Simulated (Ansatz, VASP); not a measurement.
**One calculation of HgTe, two programs**

```
CELL_PARAMETERS angstrom
0.00000 2.77228 2.77228
2.77228 0.00000 2.77228
2.77228 2.77228 0.00000
ATOMIC_POSITIONS crystal
Hg 0.00000 0.00000 0.00000
Te 0.25000 0.25000 0.25000
```

Change from the starting cell: volume scaled by 0.64, LAPW.

Alike in both runs: task single point; functional LDA; k mesh 11 × 11 × 11; occupations fermi-dirac, width 0.05 eV; no spin polarisation.

```csv
,VASP,Ansatz
version,VASP 6.6.1,Ansatz 0.2.0
potentials or method,"VASP PAW LDA potentials, release 64 (Hg, Te), cutoff 520 eV","all-electron LAPW, scalar-relativistic"
```

|  | VASP | Ansatz | Ansatz less VASP |
| --- | --- | --- | --- |
| pressure (GPa) | 67.6 | 66.1 | -1.51 |

LDA's correlation is that of Perdew and Zunger in VASP and of Perdew and Wang (1992) in Ansatz. Both programs put the cell under a high pressure, so it lies far from rest at this level. Ansatz ran all-electron here, and VASP with PAW potentials.

Neither program's run includes spin-orbit coupling. Noted on VASP's run: the cell as given lies far from equilibrium.
